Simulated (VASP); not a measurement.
# HPt6 in VASP: notebook, part 2 of 2

VASP 6.6.1. Earlier steps stand in the parts before.

### 3 Single point, PBE

File INCAR:

```
PREC = Accurate ; ENCUT = 520
EDIFF = 1E-6 ; ISMEAR = 0
SIGMA = 0.1 ; LREAL = False
LASPH = True ; NELM = 100
ALGO = Normal ; ISIF = 2
LWAVE = False ; LCHARG = False
LDIPOL = True ; IDIPOL = 3
DIPOL = 0.5 0.5 0.302 ; GGA = PE
NBANDS = 74
```

File KPOINTS:

```
regular mesh
0
Gamma
  6 6 1
```

File POSCAR:

```
HPt6
1.0
    5.6145835605      0.0000000000      0.0000000000
   -2.8072917802      4.8623719950      0.0000000000
    0.0000000000      0.0000000000     22.6197373747
Pt H
12 2
Direct
    0.3333333333      0.1666666667      0.1768367127
    0.3333333333      0.6666666667      0.1768367127
    0.8333333333      0.1666666667      0.1768367127
    0.8333333333      0.6666666667      0.1768367127
    0.1666666667      0.3333333333      0.2789580515
    0.1666666667      0.8333333333      0.2789580515
    0.6666666667      0.3333333333      0.2789580515
    0.6666666667      0.8333333333      0.2789580515
    0.0000000000      0.0000000000      0.3810715055
    0.0000000000      0.5000000000      0.3810715055
    0.5000000000      0.0000000000      0.3810715055
    0.5000000000      0.5000000000      0.3810715055
    0.1549332300      0.3098664600      0.4434064467
    0.3450667700      0.6901335400      0.4434064467
```

Potentials or basis: VASP PAW PBE potentials, release 64 (Pt, H).

Started as:

```bash
$ cat potpaw_PBE.64/Pt/POTCAR potpaw_PBE.64/H/POTCAR > POTCAR
$ mpirun -np 1 vasp_std > vasp.out
```

OUTCAR:

```text
PREC = Accurate
   ENCUT = 520
   EDIFF = 1E-6
   ISMEAR = 0
   LREAL = False
   LASPH = True
   NELM = 100
   ISIF = 2
   GGA = PE

 ion  position               nearest neighbor table
   1  0.333  0.167  0.177-   2 2.81   2 2.81   4 2.81   4 2.81   3 2.81   3 2.81   5 2.82   6 2.82
                             7 2.82
   2  0.333  0.667  0.177-   1 2.81   1 2.81   3 2.81   3 2.81   4 2.81   4 2.81   6 2.82   5 2.82
                             8 2.82
   3  0.833  0.167  0.177-   4 2.81   4 2.81   2 2.81   2 2.81   1 2.81   1 2.81   7 2.82   8 2.82
                             5 2.82
   4  0.833  0.667  0.177-   3 2.81   3 2.81   1 2.81   1 2.81   2 2.81   2 2.81   8 2.82   7 2.82
                             6 2.82
[... 1235 lines left out ...]
     0.000000000  0.000000000 22.619737375     0.000000000  0.000000000  0.044209178

 POSITION                                       TOTAL-FORCE (eV/Angst)
 -----------------------------------------------------------------------------------
      1.40365      0.81040      4.00000         0.048520      0.008529     -0.039543
     -0.00000      3.24158      4.00000         0.000000      0.045300     -0.056155
      4.21094      0.81040      4.00000        -0.048520      0.008529     -0.039543
      2.80729      3.24158      4.00000        -0.000000     -0.021820      0.034408
      0.00000      1.62079      6.30996        -0.000000     -0.065861     -0.311909
     -1.40365      4.05198      6.30996        -0.045364     -0.013120     -0.058690
      2.80729      1.62079      6.30996         0.000000      0.033520      0.354541
      1.40365      4.05198      6.30996         0.045364     -0.013120     -0.058690
      0.00000      0.00000      8.61974         0.000000      0.576075      0.858425
     -1.40365      2.43119      8.61974         0.182939     -0.024374      0.974202
      2.80729      0.00000      8.61974        -0.000000     -0.484836      0.695552
      1.40365      2.43119      8.61974        -0.182939     -0.024374      0.974202
      0.00000      1.50669     10.02974        -0.000000     -0.560766     -1.653297
      0.00000      3.35569     10.02974         0.000000      0.536318     -1.673505
 -----------------------------------------------------------------------------------
    total drift:                               -0.000000     -0.000022     -0.000061

  FREE ENERGIE OF THE ION-ELECTRON SYSTEM (eV)
  ---------------------------------------------------
  free  energy   TOTEN  =       -74.5853174755 eV

  energy  without entropy=      -74.4507950935  energy(sigma->0) =      -74.51805628

 vacuum level on the upper side and lower side of the slab         4.693         5.097
```

OSZICAR:

```text
N       E                     dE             d eps       ncg     rms          rms(c)
DAV:   1     0.833875823749E+03    0.83388E+03   -0.51678E+04  1924   0.138E+03
DAV:   2    -0.100283706287E+02   -0.84390E+03   -0.78103E+03  2336   0.270E+02
DAV:   3    -0.766854352667E+02   -0.66657E+02   -0.60772E+02  2312   0.700E+01
[... 30 lines left out ...]
DAV:  34    -0.745853080852E+02   -0.41473E-05   -0.29853E-07  1218   0.161E-03    0.412E-03
DAV:  35    -0.745853129944E+02   -0.49093E-05   -0.48045E-07  1288   0.205E-03    0.193E-03
DAV:  36    -0.745853151615E+02   -0.21671E-05   -0.30546E-07  1222   0.242E-03    0.282E-03
DAV:  37    -0.745853168922E+02   -0.17306E-05   -0.17248E-07  1232   0.124E-03    0.136E-03
DAV:  38    -0.745853174755E+02   -0.58330E-06   -0.72987E-08  1194   0.593E-04
   1 F= -.74585317E+02 E0= -.74518056E+02  d E =-.134522E+00
```

stdout:

```text
POSCAR found type information on POSCAR PtH
 POSCAR found :  2 types and      14 ions
 scaLAPACK will be used
 LDA part: xc-table for (Slater+PW92), standard interpolation
 POSCAR, INCAR and KPOINTS ok, starting setup
 FFT: planning ... GRIDC
 FFT: planning ... GRID_SOFT
 FFT: planning ... GRID
 WAVECAR not read
 entering main loop
```

Run time: 35 min. Hardware: 1 thread of Intel Xeon Platinum 8259CL at 2.50GHz (Skylake/Cascade Lake), shared host; peak memory 0.86 GiB.

Results:

```yaml
Free_energy: -74.5853 eV
Largest_force: 1.757 eV/Å
Band_gap_on_the_k_mesh: zero (bands 61 and 62 overlap by 0.68 eV)
```

Forces on the atoms (eV/Å):
```
Pt   0.049  0.009 -0.040
Pt   0.000  0.045 -0.056
Pt  -0.049  0.009 -0.040
Pt   0.000 -0.022  0.034
Pt   0.000 -0.066 -0.312
Pt  -0.045 -0.013 -0.059
Pt   0.000  0.034  0.355
Pt   0.045 -0.013 -0.059
Pt   0.000  0.576  0.858
Pt   0.183 -0.024  0.974
Pt   0.000 -0.485  0.696
Pt  -0.183 -0.024  0.974
H    0.000 -0.561 -1.653
H    0.000  0.536 -1.674
```

Caveat: spin-orbit coupling is left out, which moves the levels of the heavy elements.

### 4 Single point, PBE

File INCAR:

```
  ALGO = Normal
  DIPOL = 0.5 0.5 0.296
  EDIFF = 1E-6
  ENCUT = 520
  GGA = PE
  IDIPOL = 3
  ISIF = 2
  ISMEAR = 0
  LASPH = T
  LCHARG = F
  LDIPOL = T
  LREAL = F
  LWAVE = F
  NBANDS = 74
  NELM = 100
  PREC = Accurate
  SIGMA = 0.1
```

File KPOINTS:

```
k-points
0
Gamma
  6 6 1
```

Edit POSCAR of step 3 so:

```diff
@@ -20,3 +20,3 @@
     0.5000000000      0.5000000000      0.3810715055
-    0.1549332300      0.3098664600      0.4434064467
-    0.3450667700      0.6901335400      0.4434064467
+    0.2165800971      0.4331601942      0.4009656357
+    0.2834199029      0.5668398058      0.4009656357
```

Started as:

```bash
$ cat potpaw_PBE.64/Pt/POTCAR potpaw_PBE.64/H/POTCAR > POTCAR
$ mpirun -np 1 vasp_std > vasp.out
```

It took 50 min on 1 thread of Intel Xeon 8259CL, shared host; peak memory 0.88 GiB.

It converged, with:

```yaml
Free_energy: -70.7145 eV
Largest_force: 12.481 eV/Å
Band_gap_on_the_k_mesh: zero (bands 61 and 62 overlap by 0.60 eV)
```

Forces in eV/Å, atoms in the order of the input:
```
Pt    0.011   0.012  -0.101
Pt    0.000   0.015  -0.004
Pt   -0.011   0.012  -0.101
Pt    0.000  -0.034   0.065
Pt    0.000  -0.137  -0.546
Pt   -0.023   0.127  -0.213
Pt    0.000  -0.121  -0.094
Pt    0.023   0.127  -0.213
Pt    0.000  -0.804  -0.190
Pt   -8.398  -0.065  -2.114
Pt    0.000   0.860  -0.289
Pt    8.398  -0.065  -2.114
H     0.000 -12.066   3.002
H     0.000  12.137   2.911
```

Levels at points of the mesh, in eV from the Fermi level:
```csv
k point,band 58,band 59,band 60,band 61,band 62,band 63,band 64,band 65
"(0.00, 0.00, 0.00)",0.22,0.27,0.31,0.35,0.59,0.60,0.61,0.82
"(0.50, 0.00, 0.00)",-0.62,-0.21,-0.16,-0.02,0.01,0.23,0.26,1.40
"(0.00, 0.50, 0.00)",-0.57,-0.45,-0.11,-0.10,0.05,0.20,0.26,0.90
```

Caveat: spin-orbit coupling is left out, which moves the levels of the heavy elements.

### 5 Single point, PBE

File INCAR:

```
SYSTEM = HPt6
PREC = Accurate
ENCUT = 520
EDIFF = 1E-6
ISMEAR = 0
SIGMA = 0.1
LREAL = .FALSE.
LASPH = .TRUE.
NELM = 80
ALGO = Normal
ISIF = 2
LWAVE = .FALSE.
LCHARG = .FALSE.
LDIPOL = .TRUE.
IDIPOL = 3
DIPOL = 0.5 0.5 0.316
GGA = PE
NBANDS = 74
```

File KPOINTS:

```
regular mesh
0
G
  6 6 1
  0 0 0
```

Edit POSCAR of step 4 so:

```diff
@@ -20,3 +20,3 @@
     0.5000000000      0.5000000000      0.3810715055
-    0.2165800971      0.4331601942      0.4009656357
-    0.2834199029      0.5668398058      0.4009656357
+    0.1892786072      0.3785572143      0.5402245469
+    0.3107213928      0.6214427857      0.5402245469
```

Potentials or basis: VASP PAW PBE potentials, release 64 (Pt, H).

Started as:

```bash
$ cat potpaw_PBE.64/Pt/POTCAR potpaw_PBE.64/H/POTCAR > POTCAR
$ mpirun -np 1 vasp_std > vasp.out
```

OUTCAR:

```text
SYSTEM = HPt6
   PREC = Accurate
   ENCUT = 520
   EDIFF = 1E-6
   ISMEAR = 0
   LREAL = .FALSE.
   LASPH = .TRUE.
   NELM = 80
   ISIF = 2
   GGA = PE

 ion  position               nearest neighbor table
   1  0.333  0.167  0.177-   2 2.81   2 2.81   4 2.81   4 2.81   3 2.81   3 2.81   5 2.82   6 2.82
                             7 2.82
   2  0.333  0.667  0.177-   1 2.81   1 2.81   3 2.81   3 2.81   4 2.81   4 2.81   6 2.82   5 2.82
                             8 2.82
   3  0.833  0.167  0.177-   4 2.81   4 2.81   2 2.81   2 2.81   1 2.81   1 2.81   7 2.82   8 2.82
                             5 2.82
   4  0.833  0.667  0.177-   3 2.81   3 2.81   1 2.81   1 2.81   2 2.81   2 2.81   8 2.82   7 2.82
                             6 2.82
   5  0.167  0.333  0.279-   6 2.81   6 2.81   8 2.81   8 2.81   7 2.81   7 2.81   9 2.82  12 2.82
                            10 2.82   1 2.82   2 2.82   3 2.82
   6  0.167  0.833  0.279-   5 2.81   5 2.81   7 2.81   7 2.81   8 2.81   8 2.81  10 2.82  11 2.82
                             9 2.82   2 2.82   1 2.82   4 2.82
   7  0.667  0.333  0.279-   8 2.81   8 2.81   6 2.81   6 2.81   5 2.81   5 2.81  11 2.82  10 2.82
                            12 2.82   3 2.82   4 2.82   1 2.82
   8  0.667  0.833  0.279-   7 2.81   7 2.81   5 2.81   5 2.81   6 2.81   6 2.81  12 2.82   9 2.82
                            11 2.82   4 2.82   3 2.82   2 2.82
   9  0.000  0.000  0.381-  10 2.81  10 2.81  12 2.81  12 2.81  11 2.81  11 2.81   5 2.82   8 2.82
                             6 2.82
  10  0.000  0.500  0.381-   9 2.81   9 2.81  11 2.81  11 2.81  12 2.81  12 2.81   6 2.82   7 2.82
                             5 2.82
  11  0.500  0.000  0.381-  12 2.81  12 2.81  10 2.81  10 2.81   9 2.81   9 2.81   7 2.82   6 2.82
                             8 2.82
  12  0.500  0.500  0.381-  11 2.81  11 2.81   9 2.81   9 2.81  10 2.81  10 2.81   8 2.82   5 2.82
                             7 2.82
  13  0.189  0.379  0.540-
  14  0.311  0.621  0.540-

  LATTYP: Found a hexagonal cell.
 ALAT       =     5.6145835605
 C/A-ratio  =     4.0287471245

  Lattice vectors:
[... 189 lines left out ...]
  ---------------------------------------------------
  ext. energy  EPLUGINS =         0.00000000
  ---------------------------------------------------
  free energy    TOTEN  =       -73.29911077 eV

  energy without entropy =      -73.13468383  energy(sigma->0) =      -73.21689730

 E-fermi :  -0.7888     XC(G=0):  -5.1665

 val. band max:       -0.7905854000   @ k =   0.0000   0.1667   0.0000
 cond. band min:      -0.7869804683   @ k =   0.0000   0.0000   0.0000
 fundamental gap:      0.0036049317
 Fermi energy:        -0.7887696037

 k-point     1 :       0.0000    0.0000    0.0000
  band No.  band energies     occupation
      1      -9.5807      2.00000
      2      -7.8600      2.00000
      3      -7.3755      2.00000
      4      -6.9733      2.00000
      5      -6.9733      2.00000
      6      -6.9731      2.00000
[... 977 lines left out ...]
     72       4.1567      0.00000
     73       4.3306      0.00000
 [bands above 73 left out]

------------------------ aborting loop because EDIFF is reached ----------------------------------------

 vacuum level on the upper side and lower side of the slab       (xc-potential included)        -0.173        -0.103

  FORCE on cell =-STRESS in cart. coord.  units (eV):
  Direction    XX          YY          ZZ          XY          YZ          ZX
  --------------------------------------------------------------------------------------
  -------------------------------------------------------------------------------------
  Total      -19.1898325    -24.6764058     -0.5251272     -0.0000000      0.0006717      0.0000000
  in kB      -49.7884351    -64.0234683     -1.3624539     -0.0000000      0.0017427      0.0000000
  external PRESSURE =     -38.3914525 kB  Pullay stress =       0.0000000 kB

 VOLUME and BASIS-vectors are now :
 -----------------------------------------------------------------------------
  energy-cutoff  :      520.00
  volume of cell :      617.52
      direct lattice vectors                 reciprocal lattice vectors
     5.614583560  0.000000000  0.000000000     0.178107599  0.102830470  0.000000000
    -2.807291780  4.862371995  0.000000000     0.000000000  0.205660941  0.000000000
     0.000000000  0.000000000 22.619737375     0.000000000  0.000000000  0.044209178

 POSITION                                       TOTAL-FORCE (eV/Angst)
 -----------------------------------------------------------------------------------
      1.40365      0.81040      4.00000        -0.001511     -0.000074      0.019157
     -0.00000      3.24158      4.00000        -0.000000     -0.000899      0.017537
      4.21094      0.81040      4.00000         0.001511     -0.000074      0.019157
      2.80729      3.24158      4.00000         0.000000      0.001582      0.016474
      0.00000      1.62079      6.30996         0.000000      0.000083     -0.004500
     -1.40365      4.05198      6.30996         0.001170     -0.001404     -0.000009
      2.80729      1.62079      6.30996         0.000000      0.001449     -0.007515
      1.40365      4.05198      6.30996        -0.001170     -0.001404     -0.000009
      0.00000      0.00000      8.61974         0.000000      0.000732     -0.014635
     -1.40365      2.43119      8.61974         0.001451      0.001599     -0.009994
      2.80729      0.00000      8.61974        -0.000000     -0.003305     -0.015082
      1.40365      2.43119      8.61974        -0.001451      0.001599     -0.009994
      0.00000      1.84069     12.21974         0.000000      4.639489     -0.005294
     -0.00000      3.02169     12.21974        -0.000000     -4.639372     -0.005294
 -----------------------------------------------------------------------------------
    total drift:                               -0.000000     -0.000095      0.000377

  FREE ENERGIE OF THE ION-ELECTRON SYSTEM (eV)
  ---------------------------------------------------
  free  energy   TOTEN  =       -73.2991107696 eV

  energy  without entropy=      -73.1346838281  energy(sigma->0) =      -73.21689730

 vacuum level on the upper side and lower side of the slab         4.825         4.896
```

Wall time 29 min (1 thread of Intel Xeon Platinum 8488C (Sapphire Rapids), shared host); peak memory 0.88 GiB.

Results:

```yaml
Free_energy: -73.2991 eV
Largest_force: 4.639 eV/Å
Band_gap_on_the_k_mesh: zero (bands 61 and 62 overlap by 0.75 eV)
```

Forces on the atoms (eV/Å):
```
Pt  -0.002  0.000  0.019
Pt   0.000 -0.001  0.018
Pt   0.002  0.000  0.019
Pt   0.000  0.002  0.016
Pt   0.000  0.000 -0.004
Pt   0.001 -0.001  0.000
Pt   0.000  0.001 -0.008
Pt  -0.001 -0.001  0.000
Pt   0.000  0.001 -0.015
Pt   0.001  0.002 -0.010
Pt   0.000 -0.003 -0.015
Pt  -0.001  0.002 -0.010
H    0.000  4.639 -0.005
H    0.000 -4.639 -0.005
```

Caveat: spin-orbit coupling is left out, which moves the levels of the heavy elements.

### 6 Summary

```csv
cell,gap on the mesh (eV),largest force (eV/Å)
"as given, atomic positions A",none,0.07
"as given, atomic positions B",none,1.76
"as given, atomic positions C",none,12.48
"as given, atomic positions D",none,4.64
```

Alike in all rows: task single point; level PBE; potentials or basis VASP PAW PBE potentials, release 64 (Pt, H); no spin polarisation; k mesh 6 × 6 × 1; cutoff (eV) 520; smearing gaussian 0.1 eV.

Caveats: spin-orbit coupling is left out, which moves the levels of the heavy elements.

Total energies depend on the potentials used, so only differences within one code and one set of settings carry meaning.
